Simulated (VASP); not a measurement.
**Ba3Br2: single point with PBE**

Ba3Br2:

```
Ba Br
1.0
     5.00036    0.00000    0.00000
    -2.50018    4.33044    0.00000
     0.00000    0.00000    7.77974
Ba Br
3 2
Direct
  0.00000 0.00000 0.00000
  0.33333 0.66667 0.64500
  0.66667 0.33333 0.35500
  0.33333 0.66667 0.24500
  0.66667 0.33333 0.75500
```

| Item | Value |
| --- | --- |
| Program | VASP 6.6.1 |
| Task | single point |
| Functional | PBE |
| Potentials or basis | VASP PAW PBE potentials, release 64 (Ba_sv, Br) |
| Cutoff | 520 eV |
| k mesh | 6 × 6 × 4 |
| Occupations | gaussian, width 0.1 eV |
| Spin | no spin polarisation |
| Dipole correction | no |
| Further INCAR settings | ALGO = Normal; EDIFF = 1e-07; NBANDS = 30 |

The pressure is 7.9 GPa and the largest force is 1.743 eV/Å. The band gap on the k mesh is zero (bands 22 and 23 overlap by 0.91 eV).

Forces in eV/Å, atoms in the order of the input:
```
Ba   0.000  0.000  0.000
Ba   0.000  0.000 -0.097
Ba   0.000  0.000  0.097
Br   0.000  0.000 -1.743
Br   0.000  0.000  1.743
```

Stress tensor (GPa, compression positive):
```
7.70 0.00 0.00
0.00 7.70 0.00
0.00 0.00 8.23
```

Levels at points of the mesh, in eV from the Fermi level:
| k point | band 20 | band 21 | band 22 | band 23 | band 24 | band 25 |
| --- | --- | --- | --- | --- | --- | --- |
| (0.00, 0.00, 0.00) | -6.01 | -1.17 | -0.59 | -0.59 | -0.05 | 2.09 |
| (0.50, 0.00, 0.00) | -5.45 | -0.95 | 0.00 | 0.39 | 0.59 | 0.85 |
| (0.00, 0.00, 0.50) | -5.63 | -0.14 | 0.32 | 0.40 | 0.40 | 0.40 |
| (0.50, 0.00, 0.50) | -5.61 | -0.31 | -0.20 | 0.18 | 1.11 | 1.15 |

Wall time 86 s on 1 thread of Intel(R) Xeon(R) Platinum 8559C (Emerald Rapids) (shared host), peak memory 0.34 GiB.

Caveat: the cell stands under pressure; spin-orbit coupling is left out, which moves the levels of the heavy elements; forces of over 1 eV/Å act on the atoms, so gaps and moduli don't describe the material at rest.
